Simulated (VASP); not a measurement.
# Sn (Fd-3m) in VASP: further runs

Runs on Sn. Level: PBE. Tasks: single point.

All numbers are computed with VASP 6.6.1; they aren't measurements. Logs are shortened: lines on timing, memory, paths and dates and some standing lists are left out, and cuts for length are marked.

## Step 1: The cell of the first run

The structure is cubic, space group Fd-3m (No. 227). Conventional cell: a = 6.721 Å, b = 6.721 Å, c = 6.721 Å, α = 90.00°, β = 90.00°, γ = 90.00°. Sn (site symmetry -43m) has 4 Sn at 2.91 Å within 3.8 Å.

This isn't the form of Sn at room conditions, which is tetragonal (white tin).

## Step 2: Single point, PBE (37.94 Å³/atom)

INCAR reads:

```
SYSTEM = Sn
PREC = Accurate ; ENCUT = 520
EDIFF = 1E-6 ; ISMEAR = 0
SIGMA = 0.1 ; LREAL = .FALSE.
LASPH = .TRUE. ; NELM = 100
ALGO = Fast ; ISIF = 2
LWAVE = .FALSE. ; LCHARG = .TRUE.
GGA = PE ; LELF = .TRUE.
LVHAR = .TRUE. ; NBANDS = 21
```

KPOINTS reads:

```
regular mesh
0
G
  12 12 12
  0 0 0
```

POSCAR reads:

```
Sn
1.0
    0.0000000000      3.3602707058      3.3602707058
    3.3602707058      0.0000000000      3.3602707058
    3.3602707058      3.3602707058      0.0000000000
Sn
2
Direct
    0.0000000000      0.0000000000      0.0000000000
    0.2500000000      0.2500000000      0.2500000000
```

Potentials or basis: VASP PAW PBE potentials, release 64 (Sn_d).

Command:

```sh
> cat potpaw_PBE.64/Sn_d/POTCAR > POTCAR
> mpirun -np 1 vasp_std > vasp.out
```

OUTCAR:

```text
SYSTEM = Sn
   PREC = Accurate
   ENCUT = 520
   EDIFF = 1E-6
   ISMEAR = 0
   LREAL = .FALSE.
   LASPH = .TRUE.
   NELM = 100
   ISIF = 2
   GGA = PE

 ion  position               nearest neighbor table
   1  0.000  0.000  0.000-   2 2.91   2 2.91   2 2.91   2 2.91
   2  0.250  0.250  0.250-   1 2.91   1 2.91   1 2.91   1 2.91

  LATTYP: Found a face centered cubic cell.
 ALAT       =     6.7205414116

  Lattice vectors:

 A1 = (   0.0000000000,   3.3602707058,   3.3602707058)
 A2 = (   3.3602707058,   0.0000000000,   3.3602707058)
 A3 = (   3.3602707058,   3.3602707058,   0.0000000000)

Analysis of symmetry for initial positions (statically):
=====================================================================
 Subroutine PRICEL returns:
 Original cell was already a primitive cell.

 Routine SETGRP: Setting up the symmetry group for a
 face centered cubic supercell.

 Subroutine GETGRP returns: Found 48 space group operations
 (whereof 24 operations were pure point group operations)
 out of a pool of 48 trial point group operations.

The static configuration has the point symmetry T_d .
 The point group associated with its full space group is O_h .

Analysis of symmetry for dynamics (positions and initial velocities):
=====================================================================
 Subroutine PRICEL returns:
 Original cell was already a primitive cell.

 Routine SETGRP: Setting up the symmetry group for a
 face centered cubic supercell.

 Subroutine GETGRP returns: Found 48 space group operations
 (whereof 24 operations were pure point group operations)
 out of a pool of 48 trial point group operations.

The dynamic configuration has the point symmetry T_d .
 The point group associated with its full space group is O_h .

 Subroutine INISYM returns: Found 48 space group operations
 (whereof 24 operations are pure point group operations),
 and found     1 'primitive' translations

----------------------------------------------------------------------------------------

                                     Primitive cell

  volume of cell :      75.8845

  direct lattice vectors                    reciprocal lattice vectors
     0.000000000  3.360270706  3.360270706    -0.148797536  0.148797536  0.148797536
     3.360270706  0.000000000  3.360270706     0.148797536 -0.148797536  0.148797536
     3.360270706  3.360270706  0.000000000     0.148797536  0.148797536 -0.148797536

  length of vectors
     4.752140405  4.752140405  4.752140405     0.257724892  0.257724892  0.257724892
[... 74 lines left out ...]
   ICHARG =      2    charge: 1-file 2-atom 10-const
   ISPIN  =      1    spin polarized calculation?
   LNONCOLLINEAR =      F non collinear calculations
   LSORBIT =      F    spin-orbit coupling
   LASPH  =      T    aspherical Exc in radial PAW
   ENCUT  =  520.0 eV  38.22 Ry    6.18 a.u.   8.84  8.84  8.84*2*pi/ulx,y,z
   NELM   =    100;   NELMIN=  2; NELMDL= -5     # of ELM steps
   EDIFF  = 0.1E-05   stopping-criterion for ELM
   LREAL  =      F    real-space projection
   EDIFFG = 0.1E-04   stopping-criterion for IOM
   NSW    =      0    number of steps for IOM
   IBRION =     -1    ionic relax: 0-MD 1-quasi-New 2-CG
   NFREE  =      0    steps in history (QN), initial steepest desc. (CG)
   ISIF   =      2    stress and relaxation
   ISYM   =      2    0-nonsym 1-usesym 2-fastsym
   POTIM  = 0.5000    time-step for ionic-motion
   TEBEG  =    0.0;   TEEND  =   0.0 temperature during run
   PSTRESS=    0.0 pullay stress
   NELECT =      28.0000    total number of electrons
   NUPDOWN=      -1.0000    fix difference up-down
   EMIN   =  10.00;   EMAX   =-10.00  energy-range for DOS
   EFERMI =   0.00;   METHOD = LEGACY
   ISMEAR =     0;   SIGMA  =   0.10  broadening in eV -4-tet -1-fermi 0-gaus
   EFERMI_NEDOS =   21; number of points for ismear=-14 and -15
   IALGO  =     68    algorithm
   IMIX   =      4    mixing-type and parameters
     AMIX     =   0.40;   BMIX     =  1.00
     AMIX_MAG =   1.60;   BMIX_MAG =  1.00
  volume/ion in A,a.u.               =      37.94       256.05
  Fermi-wavevector in a.u.,A,eV,Ry     =   1.174203  2.218922 18.759074  1.378753
  Thomas-Fermi vector in A             =   2.310604
   LORBIT       =      0    0 simple, 1 ext, 2 COOP (PROOUT), +10 PAW based schemes
   GGA     = PE    functional components
   LHFCALC =     F    Hartree Fock is set to
   AEXX    =    0.0000 exact exchange contribution
   IVDW    =     0    specifies the selected vdW correction
   LEPSILON=     F    determine dielectric tensor
   LRPA    =     F    only Hartree local field effects (RPA)
 non-spin polarized calculation
 RMM-DIIS sequential band-by-band and
 Gauss-broadening in eV      SIGMA  =   0.10
  energy-cutoff  :      520.00
  volume of cell :       75.88
 maximum number of plane-waves:      2085
   NGX = 17   NGY = 17   NGZ = 17

 number of electron      28.0000017 magnetization

 Free energy of the ion-electron system (eV)
  ---------------------------------------------------
  ext. energy  EPLUGINS =         0.00000000
  ---------------------------------------------------
  free energy    TOTEN  =        -7.68641392 eV

  energy without entropy =       -7.68512228  energy(sigma->0) =       -7.68576810

 E-fermi :   4.5579     XC(G=0):  -8.4258

 val. band max:        4.5474131348   @ k =  -0.0833   0.0833   0.0000
 cond. band min:       4.5595133808   @ k =   0.0833   0.0000   0.0000
 fundamental gap:      0.0121002460
 Fermi energy:         4.5579141053

 k-point     1 :       0.0000    0.0000    0.0000
  band No.  band energies     occupation
      1     -16.9190      2.00000
      2     -16.9190      2.00000
      3     -16.9190      2.00000
      4     -16.8726      2.00000
      5     -16.8726      2.00000
      6     -16.6401      2.00000
[... 565 lines left out ...]
     20      12.2000      0.00000
     21      12.4051      0.00000

 [... further k-points ...]
[... 5 lines left out ...]
  --------------------------------------------------------------------------------------
  -------------------------------------------------------------------------------------
  Total       -0.4868173     -0.4868173     -0.4868173     -0.0000000      0.0000000     -0.0000000
  in kB      -10.2783595    -10.2783595    -10.2783595     -0.0000000      0.0000000     -0.0000000
  external PRESSURE =     -10.2783595 kB  Pullay stress =       0.0000000 kB

 VOLUME and BASIS-vectors are now :
 -----------------------------------------------------------------------------
  energy-cutoff  :      520.00
  volume of cell :       75.88
      direct lattice vectors                 reciprocal lattice vectors
     0.000000000  3.360270706  3.360270706    -0.148797536  0.148797536  0.148797536
     3.360270706  0.000000000  3.360270706     0.148797536 -0.148797536  0.148797536
     3.360270706  3.360270706  0.000000000     0.148797536  0.148797536 -0.148797536

 POSITION                                       TOTAL-FORCE (eV/Angst)
 -----------------------------------------------------------------------------------
      0.00000      0.00000      0.00000        -0.000000     -0.000000     -0.000000
      1.68014      1.68014      1.68014         0.000000      0.000000      0.000000
 -----------------------------------------------------------------------------------
    total drift:                                0.000000      0.000000      0.000000

  FREE ENERGIE OF THE ION-ELECTRON SYSTEM (eV)
  ---------------------------------------------------
  free  energy   TOTEN  =        -7.6864139224 eV

  energy  without entropy=       -7.6851222793  energy(sigma->0) =       -7.68576810
```

OSZICAR:

```text
N       E                     dE             d eps       ncg     rms          rms(c)
DAV:   1     0.226147651809E+03    0.22615E+03   -0.14486E+04  3049   0.183E+03
DAV:   2     0.171479906535E+02   -0.20900E+03   -0.20489E+03  3039   0.442E+02
DAV:   3    -0.687433526568E+01   -0.24022E+02   -0.23885E+02  3549   0.140E+02
DAV:   4    -0.768953468810E+01   -0.81520E+00   -0.81487E+00  3429   0.287E+01
DAV:   5    -0.772407638587E+01   -0.34542E-01   -0.34541E-01  4567   0.546E+00    0.275E+00
RMM:   6    -0.769662579522E+01    0.27451E-01   -0.20774E-02  3735   0.182E+00    0.164E+00
RMM:   7    -0.768381169281E+01    0.12814E-01   -0.39968E-02  3765   0.214E+00    0.152E-01
RMM:   8    -0.768571815819E+01   -0.19065E-02   -0.82928E-03  3615   0.809E-01    0.579E-02
RMM:   9    -0.768634905398E+01   -0.63090E-03   -0.28626E-03  4315   0.482E-01    0.318E-02
RMM:  10    -0.768640179337E+01   -0.52739E-04   -0.47682E-04  4163   0.200E-01    0.133E-02
RMM:  11    -0.768641325541E+01   -0.11462E-04   -0.93524E-05  4872   0.744E-02    0.506E-03
RMM:  12    -0.768641392243E+01   -0.66702E-06   -0.80477E-06  3761   0.236E-02
   1 F= -.76864139E+01 E0= -.76857681E+01  d E =-.129164E-02
```

stdout:

```text
POSCAR found type information on POSCAR Sn
 POSCAR found :  1 types and       2 ions
 scaLAPACK will be used
 LDA part: xc-table for (Slater+PW92), standard interpolation
 POSCAR, INCAR and KPOINTS ok, starting setup
 FFT: planning ... GRIDC
 FFT: planning ... GRID_SOFT
 FFT: planning ... GRID
 WAVECAR not read
 entering main loop
```

Run time: 1.8 min. Hardware: 1 thread of Intel Xeon 6975P-C (Granite Rapids), shared host; peak memory 0.25 GiB.

What came out:

| Item | Value |
| --- | --- |
| Free energy | -7.6864 eV |
| Pressure | -1.0 GPa |
| Band gap on the k mesh | zero (bands 14 and 15 overlap by 0.28 eV) |

Levels at points of the mesh, in eV from the Fermi level:
```csv
k point,band 12,band 13,band 14,band 15,band 16,band 17
"(0.00, 0.00, 0.00)",-1.31,0.12,0.12,0.12,2.17,2.17
"(0.50, 0.00, 0.00)",-5.91,-0.93,-0.93,-0.16,3.21,3.21
"(0.50, 0.50, 0.00)",-7.15,-2.11,-2.11,0.96,0.96,7.10
```

Caveat: spin-orbit coupling is left out, which moves the levels of the heavy elements.

## Step 3: Single point, PBE (39.05 Å³/atom)

This run uses another cell than the first one, of 39.05 Å³/atom.

INCAR reads:

```
SYSTEM = Sn
  ALGO = Normal
  EDIFF = 1E-6
  ENCUT = 520
  GGA = PE
  ISIF = 2
  ISMEAR = 0
  LASPH = .True.
  LCHARG = .True.
  LELF = .True.
  LREAL = .False.
  LVHAR = .True.
  LWAVE = .False.
  NBANDS = 21
  NELM = 100
  PREC = Accurate
  SIGMA = 0.1
```

KPOINTS reads:

```
k-points
0
Gamma
  12 12 12
  0 0 0
```

POSCAR reads:

```
Sn
1.0
    0.0000000000      3.3925829832      3.3925829832
    3.3925829832      0.0000000000      3.3925829832
    3.3925829832      3.3925829832      0.0000000000
Sn
2
Direct
    0.0000000000      0.0000000000      0.0000000000
    0.2500000000      0.2500000000      0.2500000000
```

Potentials or basis: VASP PAW PBE potentials, release 64 (Sn_d).

Command:

```sh
> cat potpaw_PBE.64/Sn_d/POTCAR > POTCAR
> mpirun -np 1 vasp_std > vasp.out
```

Run time: 84 s. Hardware: 1 thread of Intel Xeon 6975P-C (Granite Rapids), shared host; peak memory 0.25 GiB.

It converged, with:

```
Free energy            : -7.6671 eV
Pressure               : -1.8 GPa
Band gap on the k mesh : zero (bands 14 and 15 overlap by 0.32 eV)
```

Levels at points of the mesh, in eV from the Fermi level:
```csv
k point,band 10,band 11,band 12,band 13,band 14,band 15,band 16,band 17,band 18,band 19
"(0.00, 0.00, 0.00)",-21.18,-9.74,-1.49,0.13,0.13,0.13,2.17,2.17,2.17,4.95
"(0.50, 0.00, 0.00)",-21.14,-8.37,-5.83,-0.89,-0.89,-0.19,3.20,3.20,5.73,7.75
"(0.50, 0.50, 0.00)",-21.12,-7.06,-7.06,-2.02,-2.02,0.99,0.99,6.93,6.93,8.42
```

Caveat: spin-orbit coupling is left out, which moves the levels of the heavy elements.

The gap in the log of VASP goes by the Fermi energy; the results here count the filled bands.